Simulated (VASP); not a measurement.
# Cr2W (P6/mmm) in VASP: a series of runs

Runs on Cr2W. Level: PBE. Tasks: single point, relaxation of cell and atoms.

Program: VASP 6.6.1. These are calculated values, not measurements. Logs are shortened: lines on timing, memory, paths and dates and some standing lists are left out, and cuts for length are marked.

### 1 The cell of the first run

It takes space group P6/mmm (No. 191, hexagonal). The conventional cell has a = 4.398 Å, b = 4.398 Å, c = 2.433 Å, α = 90.00°, β = 90.00°, γ = 120.00°. Within 3.2 Å of Cr (site symmetry -6m2) lie 5 Cr at 2.43 to 2.54 Å and 6 W at 2.82 Å. W (site symmetry 6/mmm) has 2 W at 2.43 Å and 12 Cr at 2.82 Å within 3.2 Å.

### 2 Single point, PBE

Contents of INCAR:

```
ALGO = Normal
EDIFF = 1E-6
ENCUT = 520
GGA = PE
ISIF = 2
ISMEAR = 0
LASPH = T
LCHARG = F
LREAL = F
LWAVE = F
NBANDS = 26
NELM = 60
PREC = Accurate
SIGMA = 0.1
```

Contents of KPOINTS:

```
k-points
0
Gamma
  6 6 6
```

Contents of POSCAR:

```
Cr2W
1.0
    4.3984979626      0.0000000000      0.0000000000
   -2.1992489813      3.8092109741      0.0000000000
    0.0000000000      0.0000000000      2.4330216226
Cr W
2 1
Direct
    0.3333333333      0.6666666667      0.5000000000
    0.6666666667      0.3333333333      0.5000000000
    0.0000000000      0.0000000000      0.0000000000
```

Potentials or basis: VASP PAW PBE potentials, release 64 (Cr_pv, W_sv).

Run with:

```console
$ cat potpaw_PBE.64/Cr_pv/POTCAR potpaw_PBE.64/W_sv/POTCAR > POTCAR
$ mpirun -np 1 vasp_std > vasp.out
```

OUTCAR:

```text
EDIFF = 1E-6
   ENCUT = 520
   GGA = PE
   ISIF = 2
   ISMEAR = 0
   LASPH = T
   LREAL = F
   NELM = 60
   PREC = Accurate

 ion  position               nearest neighbor table
   1  0.333  0.667  0.500-   2 2.54   2 2.54   2 2.54   3 2.82   3 2.82   3 2.82   3 2.82   3 2.82
                             3 2.82
   2  0.667  0.333  0.500-   1 2.54   1 2.54   1 2.54   3 2.82   3 2.82   3 2.82   3 2.82   3 2.82
                             3 2.82
   3  0.000  0.000  0.000-   1 2.82   2 2.82   1 2.82   2 2.82   1 2.82   1 2.82   2 2.82   2 2.82
                             2 2.82   2 2.82   1 2.82   1 2.82

  LATTYP: Found a hexagonal cell.
 ALAT       =     4.3984979626
 C/A-ratio  =     0.5531482891

  Lattice vectors:

 A1 = (   4.3984979626,   0.0000000000,   0.0000000000)
 A2 = (  -2.1992489813,   3.8092109741,   0.0000000000)
 A3 = (   0.0000000000,   0.0000000000,   2.4330216226)

Analysis of symmetry for initial positions (statically):
=====================================================================
 Subroutine PRICEL returns:
 Original cell was already a primitive cell.

 Routine SETGRP: Setting up the symmetry group for a
 hexagonal supercell.

 Subroutine GETGRP returns: Found 24 space group operations
 (whereof 24 operations were pure point group operations)
 out of a pool of 24 trial point group operations.

The static configuration has the point symmetry D_6h.

Analysis of symmetry for dynamics (positions and initial velocities):
=====================================================================
 Subroutine PRICEL returns:
 Original cell was already a primitive cell.

 Routine SETGRP: Setting up the symmetry group for a
 hexagonal supercell.

 Subroutine GETGRP returns: Found 24 space group operations
 (whereof 24 operations were pure point group operations)
 out of a pool of 24 trial point group operations.

The dynamic configuration has the point symmetry D_6h.

 Subroutine INISYM returns: Found 24 space group operations
 (whereof 24 operations are pure point group operations),
 and found     1 'primitive' translations

----------------------------------------------------------------------------------------

                                     Primitive cell

  volume of cell :      40.7648

  direct lattice vectors                    reciprocal lattice vectors
     4.398497963  0.000000000  0.000000000     0.227350338  0.131260779  0.000000000
    -2.199248981  3.809210974  0.000000000     0.000000000  0.262521558  0.000000000
     0.000000000  0.000000000  2.433021623     0.000000000  0.000000000  0.411011555

  length of vectors
     4.398497963  4.398497963  2.433021623     0.262521558  0.262521558  0.411011555

  position of ions in fractional coordinates (direct lattice)
     0.333333333  0.666666667  0.500000000
     0.666666667  0.333333333  0.500000000
     0.000000000  0.000000000  0.000000000

  ion indices of the primitive-cell ions
   primitive index   ion index
                 1           1
                 2           2
                 3           3

----------------------------------------------------------------------------------------

 KPOINTS: k-points

Automatic generation of k-mesh.
 Grid dimensions read from file:
 generate k-points for:    6    6    6

 Generating k-lattice:

  Cartesian coordinates                     Fractional coordinates (reciprocal lattice)
     0.037891723  0.021876797  0.000000000     0.166666667  0.000000000  0.000000000
     0.000000000  0.043753593  0.000000000     0.000000000  0.166666667  0.000000000
     0.000000000  0.000000000  0.068501926     0.000000000  0.000000000  0.166666667

  Length of vectors
     0.043753593  0.043753593  0.068501926

  Shift w.r.t. Gamma in fractional coordinates (k-lattice)
     0.000000000  0.000000000  0.000000000

 Subroutine IBZKPT returns following result:
 ===========================================

 Found     28 irreducible k-points:

 Following reciprocal coordinates:
            Coordinates               Weight
  0.000000  0.000000  0.000000      1.000000
  0.166667 -0.000000  0.000000      6.000000
  0.333333 -0.000000  0.000000      6.000000
  0.500000 -0.000000  0.000000      3.000000
  0.166667  0.166667  0.000000      6.000000
  0.333333  0.166667  0.000000     12.000000
[... 16 lines left out ...]
  0.166667 -0.000000  0.500000      6.000000
  0.333333 -0.000000  0.500000      6.000000
 [... further k-points ...]
   k-points           NKPTS =     28   k-points in BZ     NKDIM =     28   number of bands    NBANDS=     26
   number of dos      NEDOS =    301   number of ions     NIONS =      3
   total plane-waves  NPLWV =  23328
   dimension x,y,z NGX =    36 NGY =   36 NGZ =   18
   dimension x,y,z NGXF=    72 NGYF=   72 NGZF=   36
   ions per type =               2   1
   NGX,Y,Z   is equivalent  to a cutoff of  13.61, 13.61, 12.30 a.u.
   NGXF,Y,Z  is equivalent  to a cutoff of  27.21, 27.21, 24.60 a.u.
 SYSTEM =  unknown system
   PREC   = accura    normal or accurate (medium, high low for compatibility)
   ISTART =      0    job   : 0-new  1-cont  2-samecut
   ICHARG =      2    charge: 1-file 2-atom 10-const
   ISPIN  =      1    spin polarized calculation?
   LNONCOLLINEAR =      F non collinear calculations
   LSORBIT =      F    spin-orbit coupling
   LASPH  =      T    aspherical Exc in radial PAW
   ENCUT  =  520.0 eV  38.22 Ry    6.18 a.u.   8.18  8.18  4.52*2*pi/ulx,y,z
   NELM   =     60;   NELMIN=  2; NELMDL= -5     # of ELM steps
   EDIFF  = 0.1E-05   stopping-criterion for ELM
   LREAL  =      F    real-space projection
[... 7 lines left out ...]
   TEBEG  =    0.0;   TEEND  =   0.0 temperature during run
   PSTRESS=    0.0 pullay stress
   NELECT =      38.0000    total number of electrons
   NUPDOWN=      -1.0000    fix difference up-down
   EMIN   =  10.00;   EMAX   =-10.00  energy-range for DOS
   EFERMI =   0.00;   METHOD = LEGACY
   ISMEAR =     0;   SIGMA  =   0.10  broadening in eV -4-tet -1-fermi 0-gaus
   EFERMI_NEDOS =   21; number of points for ismear=-14 and -15
   IALGO  =     38    algorithm
   IMIX   =      4    mixing-type and parameters
     AMIX     =   0.40;   BMIX     =  1.00
     AMIX_MAG =   1.60;   BMIX_MAG =  1.00
  volume/ion in A,a.u.               =      13.59        91.70
  Fermi-wavevector in a.u.,A,eV,Ry     =   1.599218  3.022083 34.796859  2.557497
  Thomas-Fermi vector in A             =   2.696545
   LORBIT       =      0    0 simple, 1 ext, 2 COOP (PROOUT), +10 PAW based schemes
   GGA     = PE    functional components
   LHFCALC =     F    Hartree Fock is set to
   AEXX    =    0.0000 exact exchange contribution
   IVDW    =     0    specifies the selected vdW correction
   LEPSILON=     F    determine dielectric tensor
   LRPA    =     F    only Hartree local field effects (RPA)
 non-spin polarized calculation
 Gauss-broadening in eV      SIGMA  =   0.10
  energy-cutoff  :      520.00
  volume of cell :       40.76
 maximum number of plane-waves:      1113
 NGX is ok and might be reduce to    36
   NGX = 17   NGY = 17   NGZ =  9

 number of electron      37.9999988 magnetization

 Free energy of the ion-electron system (eV)
  ---------------------------------------------------
  ext. energy  EPLUGINS =         0.00000000
  ---------------------------------------------------
  free energy    TOTEN  =       -30.68518568 eV

  energy without entropy =      -30.65947370  energy(sigma->0) =      -30.67232969

 E-fermi :  10.4057     XC(G=0): -13.3621

 val. band max:       10.3934433099   @ k =   0.1667  -0.0000   0.0000
 cond. band min:      10.4139715824   @ k =   0.3333   0.1667   0.3333
 fundamental gap:      0.0205282725
 Fermi energy:        10.4056563275

 k-point     1 :       0.0000    0.0000    0.0000
  band No.  band energies     occupation
      1     -63.4228      2.00000
      2     -32.6753      2.00000
      3     -32.6753      2.00000
      4     -32.3631      2.00000
      5     -32.3631      2.00000
      6     -32.2822      2.00000
[... 18 lines left out ...]
     25      15.0688      0.00000
     26      15.0688      0.00000

 k-point     2 :       0.1667   -0.0000    0.0000
  band No.  band energies     occupation
      1     -63.4228      2.00000
      2     -32.6868      2.00000
      3     -32.6632      2.00000
      4     -32.3731      2.00000
      5     -32.3521      2.00000
      6     -32.2785      2.00000
[... 18 lines left out ...]
     25      14.9320      0.00000
     26      15.0843      0.00000

 k-point     3 :       0.3333   -0.0000    0.0000
  band No.  band energies     occupation
      1     -63.4229      2.00000
      2     -32.7078      2.00000
      3     -32.6267      2.00000
      4     -32.4063      2.00000
      5     -32.3321      2.00000
      6     -32.2691      2.00000
[... 18 lines left out ...]
     25      13.8568      0.00000
     26      14.4292      0.00000

 k-point     4 :       0.5000   -0.0000    0.0000
  band No.  band energies     occupation
      1     -63.4229      2.00000
      2     -32.7175      2.00000
      3     -32.5970      2.00000
      4     -32.4348      2.00000
      5     -32.3229      2.00000
      6     -32.2617      2.00000
[... 18 lines left out ...]
     25      12.5985      0.00000
     26      13.3332      0.00000

 k-point     5 :       0.1667    0.1667    0.0000
  band No.  band energies     occupation
      1     -63.4229      2.00000
      2     -32.7018      2.00000
      3     -32.6375      2.00000
      4     -32.4001      2.00000
      5     -32.3342      2.00000
      6     -32.2719      2.00000
[... 18 lines left out ...]
     25      14.4078      0.00000
     26      14.8030      0.00000

 k-point     6 :       0.3333    0.1667    0.0000
  band No.  band energies     occupation
      1     -63.4229      2.00000
      2     -32.7151      2.00000
      3     -32.5901      2.00000
      4     -32.4503      2.00000
      5     -32.3171      2.00000
      6     -32.2617      2.00000
[... 427 lines left out ...]
 k-point    21 :       0.3333    0.3333    0.3333
  band No.  band energies     occupation
      1     -63.2448      2.00000
      2     -32.7755      2.00000
      3     -32.7755      2.00000
      4     -32.6536      2.00000
      5     -32.4554      2.00000
      6     -32.4554      2.00000
[... 18 lines left out ...]
     25      12.8062      0.00000
     26      13.4844      0.00000

 k-point    22 :       0.0000    0.0000    0.5000
  band No.  band energies     occupation
      1     -63.1846      2.00000
      2     -32.9903      2.00000
      3     -32.8909      2.00000
      4     -32.5834      2.00000
      5     -32.5834      2.00000
      6     -32.2799      2.00000
[... 18 lines left out ...]
     25      13.6433      0.00000
     26      15.5706      0.00000

 k-point    23 :       0.1667   -0.0000    0.5000
  band No.  band energies     occupation
      1     -63.1846      2.00000
      2     -32.9859      2.00000
      3     -32.8968      2.00000
      4     -32.5906      2.00000
      5     -32.5694      2.00000
      6     -32.2970      2.00000
[... 18 lines left out ...]
     25      13.5030      0.00000
     26      15.5877      0.00000

 k-point    24 :       0.3333   -0.0000    0.5000
  band No.  band energies     occupation
      1     -63.1846      2.00000
      2     -32.9735      2.00000
      3     -32.9124      2.00000
      4     -32.6040      2.00000
      5     -32.5381      2.00000
      6     -32.3341      2.00000
[... 18 lines left out ...]
     25      13.2477      0.00000
     26      15.3667      0.00000

 [... further k-points ...]

------------------------ aborting loop because EDIFF is reached ----------------------------------------

  FORCE on cell =-STRESS in cart. coord.  units (eV):
  Direction    XX          YY          ZZ          XY          YZ          ZX
  --------------------------------------------------------------------------------------
  -------------------------------------------------------------------------------------
  Total       -0.0238093     -0.0238093      0.1960097      0.0000000      0.0000000      0.0000000
  in kB       -0.9357741     -0.9357741      7.7037603      0.0000000      0.0000000      0.0000000
  external PRESSURE =       1.9440707 kB  Pullay stress =       0.0000000 kB

 VOLUME and BASIS-vectors are now :
 -----------------------------------------------------------------------------
  energy-cutoff  :      520.00
  volume of cell :       40.76
      direct lattice vectors                 reciprocal lattice vectors
     4.398497963  0.000000000  0.000000000     0.227350338  0.131260779  0.000000000
    -2.199248981  3.809210974  0.000000000     0.000000000  0.262521558  0.000000000
     0.000000000  0.000000000  2.433021623     0.000000000  0.000000000  0.411011555

 POSITION                                       TOTAL-FORCE (eV/Angst)
 -----------------------------------------------------------------------------------
     -0.00000      2.53947      1.21651        -0.000000      0.000000      0.000000
      2.19925      1.26974      1.21651         0.000000     -0.000000     -0.000000
      0.00000      0.00000      0.00000        -0.000000      0.000000     -0.000000
 -----------------------------------------------------------------------------------
    total drift:                                0.000000      0.000000     -0.000000

  FREE ENERGIE OF THE ION-ELECTRON SYSTEM (eV)
  ---------------------------------------------------
  free  energy   TOTEN  =       -30.6851856770 eV

  energy  without entropy=      -30.6594736957  energy(sigma->0) =      -30.67232969
```

Run time: 35 s. Hardware: 1 thread of Oxide Virtual Turin-like, shared host; peak memory 0.14 GiB.

Results:

- Free energy: -30.6852 eV
- Pressure: 0.2 GPa
- Band gap on the k mesh: zero (bands 19 and 20 overlap by 0.69 eV)

Stress tensor (GPa, compression positive):
```
-0.09  0.00  0.00
 0.00 -0.09  0.00
 0.00  0.00  0.77
```

Levels at points of the mesh, in eV from the Fermi level:
| k point | band 16 | band 17 | band 18 | band 19 | band 20 | band 21 | band 22 | band 23 |
| --- | --- | --- | --- | --- | --- | --- | --- | --- |
| (0.00, 0.00, 0.00) | -1.79 | -1.72 | -1.72 | -0.26 | -0.26 | 0.93 | 0.93 | 1.43 |
| (0.50, 0.00, 0.00) | -2.03 | -1.77 | -1.72 | 0.43 | 0.55 | 1.06 | 1.42 | 1.48 |
| (0.00, 0.00, 0.50) | -2.51 | -0.67 | -0.67 | -0.06 | -0.06 | 2.31 | 2.31 | 2.79 |
| (0.50, 0.00, 0.50) | -1.40 | -1.31 | -0.25 | 0.07 | 0.62 | 0.84 | 1.16 | 2.68 |

Caveat: the k points lie up to 0.43 Å⁻¹ apart, too coarse for converged energies and pressures of a metal; spin-orbit coupling is left out, which moves the levels of the heavy elements; the run has no spin polarisation, though such a crystal can be magnetic. Spin polarisation is off, so any magnetic state and its effect on volume and gap are missing.

### 3 Relaxation of cell and atoms, PBE

This run uses another cell than the first one, of 12.33 Å³/atom.

Contents of INCAR:

```
SYSTEM = Cr2W
ALGO = Normal ; EDIFF = 1E-6
EDIFFG = -0.04 ; ENCUT = 600
GGA = PE ; IBRION = 2
ISIF = 3 ; ISMEAR = 0
LASPH = .True. ; LCHARG = .False.
LREAL = .False. ; LWAVE = .False.
NELM = 60 ; NSW = 90
PREC = Accurate ; SIGMA = 0.1
```

Contents of KPOINTS:

```
k-points
0
Gamma
  6 6 6
  0 0 0
```

Contents of POSCAR:

```
Cr2W
1.0
    3.4076432580      0.0000000000      0.0000000000
   -1.7038216290      2.9511056284      0.0000000000
    0.0000000000      0.0000000000      3.6793490327
Cr W
2 1
Direct
    0.3333333333      0.6666666667      0.5000000000
    0.6666666667      0.3333333333      0.5000000000
    0.0000000000      0.0000000000      0.0000000000
```

Potentials or basis: VASP PAW PBE potentials, release 64 (Cr_pv, W_sv).

Run with:

```console
$ cat potpaw_PBE.64/Cr_pv/POTCAR potpaw_PBE.64/W_sv/POTCAR > POTCAR
$ mpirun -np 1 vasp_std > vasp.out
```

Wall time 7.3 min (1 thread of Oxide Virtual Turin-like, shared host); peak memory 0.16 GiB.

The run converged. Its results:

```
Free energy                           : -30.6502 eV
Relaxed volume                        : 13.57 Å³/atom
Relaxed cell                          : a = 4.389 Å, b = 4.389 Å, c = 2.440 Å, α = 90.00°, β = 90.00°, γ = 120.00°
Space group after relaxing (to 0.1 Å) : P6/mmm (No. 191)
Pressure after relaxing               : 0.0 GPa
Band gap on the k mesh                : zero (bands 19 and 20 overlap by 0.72 eV)
```

Stress tensor (GPa, compression positive):
```
 0.06  0.00  0.00
 0.00  0.06  0.00
 0.00  0.00 -0.07
```

Final structure:
```cif
data_structure
_symmetry_space_group_name_H-M 'P 1'
_symmetry_Int_Tables_number 1
_cell_length_a 4.3891
_cell_length_b 4.3891
_cell_length_c 2.4402
_cell_angle_alpha 90.000
_cell_angle_beta 90.000
_cell_angle_gamma 120.000
_cell_volume 40.71
loop_
_atom_site_label
_atom_site_type_symbol
_atom_site_fract_x
_atom_site_fract_y
_atom_site_fract_z
_atom_site_occupancy
Cr1 Cr 0.33333 0.66667 0.50000 1
Cr2 Cr 0.66667 0.33333 0.50000 1
W1 W 0.00000 0.00000 0.00000 1
```

Levels at points of the mesh, in eV from the Fermi level:
```tsv
k point	band 17	band 18	band 19	band 20	band 21	band 22
(0.00, 0.00, 0.00)	-1.71	-1.71	-0.24	-0.24	0.91	0.91
(0.50, 0.00, 0.00)	-1.76	-1.68	0.47	0.51	1.04	1.41
(0.00, 0.00, 0.50)	-0.64	-0.64	-0.06	-0.06	2.35	2.35
(0.50, 0.00, 0.50)	-1.30	-0.25	0.06	0.61	0.85	1.17
```

Caveat: a cell axis changed by over 15 % at a fixed basis, so the end point is rough; spin-orbit coupling is left out, which moves the levels of the heavy elements; the run has no spin polarisation, though such a crystal can be magnetic.

### 4 Single point, PBE, collinear spin, ferromagnetic start

This run uses another cell than the first one, of 12.33 Å³/atom.

Contents of INCAR:

```
SYSTEM = Cr2W
ALGO = Normal
EDIFF = 1E-6
ENCUT = 520
GGA = PE
ISIF = 2
ISMEAR = 0
ISPIN = 2
LASPH = .True.
LCHARG = .False.
LMAXMIX = 4
LORBIT = 11
LREAL = .False.
LWAVE = .False.
MAGMOM = 3 3 0
NBANDS = 30
NELM = 150
PREC = Accurate
SIGMA = 0.1
```

KPOINTS is that of step 3.

POSCAR is that of step 3.

Run with:

```console
$ cat potpaw_PBE.64/Cr_pv/POTCAR potpaw_PBE.64/W_sv/POTCAR > POTCAR
$ mpirun -np 1 vasp_std > vasp.out
```

Run time: 49 s. Hardware: 1 thread of Oxide Virtual Turin-like, shared host; peak memory 0.17 GiB.

Results (log left out):

| Quantity | Value |
| --- | --- |
| Free energy | -28.1919 eV |
| Pressure | 48.4 GPa |
| Band gap on the k mesh | zero (filled and empty bands overlap) |
| Net moment | 0.00 μB per cell |
| Valence electrons inside the program's atomic spheres | Cr 11.79; W 12.03 |

Stress tensor (GPa, compression positive):
```
56.48  0.00  0.00
 0.00 56.48  0.00
 0.00  0.00 32.29
```

Levels at points of the mesh, in eV from the Fermi level:
Spin up:
| k point | band 16 | band 17 | band 18 | band 19 | band 20 | band 21 | band 22 | band 23 |
| --- | --- | --- | --- | --- | --- | --- | --- | --- |
| (0.00, 0.00, 0.00) | -1.56 | -1.35 | -1.35 | -1.32 | -1.32 | 0.30 | 0.30 | 1.19 |
| (0.50, 0.00, 0.00) | -2.76 | -2.31 | -1.40 | -1.28 | 1.22 | 2.55 | 2.62 | 2.79 |
| (0.00, 0.00, 0.50) | -3.17 | -1.30 | -0.16 | -0.16 | 0.68 | 1.49 | 1.49 | 2.07 |
| (0.50, 0.00, 0.50) | -1.71 | -1.58 | -1.09 | -0.26 | 0.34 | 0.78 | 1.28 | 2.00 |
Spin down:
```csv
k point,band 17,band 18,band 19,band 20,band 21,band 22
"(0.00, 0.00, 0.00)",-1.35,-1.35,-1.32,-1.32,0.30,0.30
"(0.50, 0.00, 0.00)",-2.31,-1.40,-1.28,1.22,2.55,2.62
"(0.00, 0.00, 0.50)",-1.30,-0.16,-0.16,0.68,1.49,1.49
"(0.50, 0.00, 0.50)",-1.58,-1.09,-0.26,0.34,0.78,1.28
```

Caveat: the stress differs along the axes, from 32 to 56 GPa; the moments typed at the start vanished in this run; spin-orbit coupling is left out, which moves the levels of the heavy elements.

The gap in the log of VASP goes by the Fermi energy; the results here count the filled bands.